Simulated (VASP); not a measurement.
A run of VASP 6.6.1 is set up as follows.

File INCAR:

```
SYSTEM = HC12
PREC = Accurate
ENCUT = 520
EDIFF = 1E-6
ISMEAR = 0
SIGMA = 0.05
LREAL = .FALSE.
LASPH = .TRUE.
NELM = 150
ALGO = Normal
ISIF = 2
LWAVE = .FALSE.
LCHARG = .FALSE.
ISPIN = 2
MAGMOM = 0 0 0 0 0 0 0 0 0 0 0 0 1
LORBIT = 11
LDIPOL = .TRUE.
IDIPOL = 3
DIPOL = 0.5 0.5 0.300
GGA = PE
IVDW = 12
NBANDS = 40
```

KPOINTS

```
regular mesh
0
G
  6 7 1
  0 0 0
```

Contents of POSCAR:

```
HC12
1.0
    4.9311586502      0.0000000000      0.0000000000
    0.0000000000      4.0098697767      0.0000000000
    0.0000000000      0.0000000000     21.6014232414
C H
12 1
Direct
    0.2500000000      0.3776970832      0.1851729840
    0.7500000000      0.3776970832      0.1851729840
    0.0000000000      0.4720802753      0.2130426460
    0.5000000000      0.4720802753      0.2130426460
    0.0000000000      0.6609562027      0.2688143161
    0.5000000000      0.6609562027      0.2688143161
    0.2500000000      0.7503681903      0.2962457608
    0.7500000000      0.7503681903      0.2962457608
    0.2500000000      0.9412921293      0.3552728042
    0.7500000000      0.9412921293      0.3552728042
    0.0000000000      0.0234303656      0.3796705036
    0.5000000000      0.0234303656      0.3796705036
    0.0000000000      0.6900970322      0.5092915924
```

Potentials or basis: VASP PAW PBE potentials, release 64 (C, H).

The run is started by

```bash
$ cat potpaw_PBE.64/C/POTCAR potpaw_PBE.64/H/POTCAR > POTCAR
$ mpirun -np 1 vasp_std > vasp.out
```

Question: Estimate the net moment.

Answer: 0.08 μB per cell.

Question: Estimate the site moments.

Answer: C +0.00, -0.01, +0.01, -0.03, -0.46, -0.02 (each value once); H +0.37 μB.

Question: Estimate the largest force.

Answer: 3.727 eV/Å.

Question: Predict the dispersion energy per atom.

Answer: -0.102 eV.

Forces on the atoms (eV/Å):
```
C    0.177  0.921  1.572
C   -0.177  0.921  1.572
C    0.000 -1.867 -3.225
C    0.000 -1.457 -2.581
C    0.000  0.729  1.322
C    0.000  0.624  1.185
C   -0.046  0.110  0.137
C    0.046  0.110  0.137
C    0.418 -0.188 -0.383
C   -0.418 -0.188 -0.383
C    0.000 -0.197 -0.041
C    0.000  0.446  0.787
H    0.000  0.035 -0.099
```
